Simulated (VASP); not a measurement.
Crystal: Yb.

```xyz
1
Lattice="-0.0274 2.7294 2.7294 2.7294 -0.0274 2.7294 2.7294 2.7294 -0.0274" Properties=species:S:1:pos:R:3 pbc="T T T"
Yb    0.0000    0.0000    0.0000
```

This cell differs from its parent crystal: equal xy, yz and zx shear strains of -1 %.

Base run:

- Program: VASP 6.6.1
- Functional: PBE
- Potentials or basis: VASP PAW PBE potentials, release 64 (Yb)
- Cutoff: 520 eV
- k mesh: 13 × 13 × 13
- Occupations: fermi-dirac, width 0.05 eV
- Spin: no spin polarisation

Its results: band gap on the k mesh zero (band 12 reaches 1.19 eV, above the bottom of band 13 at 1.15 eV); pressure -0.8 GPa.

Q: The run is repeated on the same cell with these changes: further incar settings from ALGO = Normal; EDIFF = 1e-06; NBANDS = 18 to ALGO = Normal; EDIFF = 1e-08; NBANDS = 18. What comes out?

A: Band gap on the k mesh zero (band 12 reaches 1.19 eV, above the bottom of band 13 at 1.15 eV); pressure -2.5 GPa.

Caveats: spin-orbit coupling is left out, which moves the levels of the heavy elements.
